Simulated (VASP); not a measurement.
A run of VASP 6.6.1 is set up as follows.

File INCAR:

```
PREC     = Accurate       # precision mode
ENCUT    = 520            # plane-wave cutoff, eV
EDIFF    = 1E-7           # SCF threshold, eV
ISMEAR   = -1             # smearing method
SIGMA    = 0.05           # smearing width, eV
LREAL    = False          # projectors in reciprocal space
LASPH    = True           # aspherical terms in the spheres
NELM     = 60             # most SCF steps
ALGO     = Normal         # electronic algorithm
ISIF     = 2              # what is computed and relaxed
LWAVE    = False          # write WAVECAR
LCHARG   = False          # write CHGCAR
GGA      = RP             # functional
NBANDS   = 60             # bands
```

Contents of KPOINTS:

```
Automatic mesh
0
Gamma
  8 8 4
```

The input POSCAR:

```
TiO2
1.0
    6.0704105496     -1.8580131025      0.0000000000
    6.0704105496      1.8580131025      0.0000000000
   -1.9022644521      0.0000000000      6.2434298064
Ti O
4 8
Direct
    0.9000710000      0.9000710000      0.2896020000
    0.1952860000      0.1952860000      0.2837620000
    0.0999290000      0.0999290000      0.7103980000
    0.8047140000      0.8047140000      0.7162380000
    0.3619310000      0.3619310000      0.2933970000
    0.2634885000      0.2634885000      0.6525000000
    0.8671885000      0.8671885000      0.9952910000
    0.7365115000      0.7365115000      0.3475000000
    0.9416475000      0.9416475000      0.6300210000
    0.1328115000      0.1328115000      0.0047090000
    0.6380690000      0.6380690000      0.7066030000
    0.0583525000      0.0583525000      0.3699790000
```

Potentials or basis: VASP PAW PBE potentials, release 64 (Ti_sv, O).

Command:

```console
$ cat potpaw_PBE.64/Ti_sv/POTCAR potpaw_PBE.64/O/POTCAR > POTCAR
$ mpirun -np 1 vasp_std > vasp.out
```

Problem. What does it give for the pressure?

Solution. 12.3 GPa.

Problem. Predict the largest force.

Solution. 0.222 eV/Å.

Stress tensor (GPa, compression positive):
```
12.22  0.00  0.14
 0.00 11.89  0.00
 0.14  0.00 12.70
```

Caveat: the cell stands under pressure; the PAW data sets were made with another functional, which shifts forces and pressure a little.
